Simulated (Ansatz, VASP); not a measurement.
# Gd: VASP beside Ansatz

```
Gd
1.0
     3.63600    0.00000    0.00000
    -1.81800    3.14887    0.00000
     0.00000    0.00000    5.78260
Gd
2
Direct
  0.33333 0.66667 0.25000
  0.66667 0.33333 0.75000
```

Alike in both runs: task single point; functional PBE; k mesh 10 × 10 × 5; occupations fermi-dirac, width 0.05 eV; collinear spin; Hubbard terms Gd f U = 3.4 eV.

```csv
,VASP,Ansatz
version,VASP 6.6.1,Ansatz 0.2.0
potentials or method,"VASP PAW PBE potentials, release 64 (Gd), cutoff 520 eV","PAW, plane waves, scalar-relativistic"
valence electrons in the cell,36,36
```

```tsv
	VASP	Ansatz	Ansatz less VASP
pressure (GPa)	0.8	0.7	-0.08
traceless stress, the component that is largest in VASP (GPa)	0.27	0.30	+0.034
net moment per atom (μB)	7.76	7.77	+0.007
size of the moment on the site where the two differ most (μB)	7.09	7.47	+0.374
```

Site moments also hang on the region over which each program counts them. The programs project onto different local orbitals, so the same U acts differently, and such runs can settle in different states. Ansatz's warnings: filled band counts differ across k points.

Neither program's run includes spin-orbit coupling.
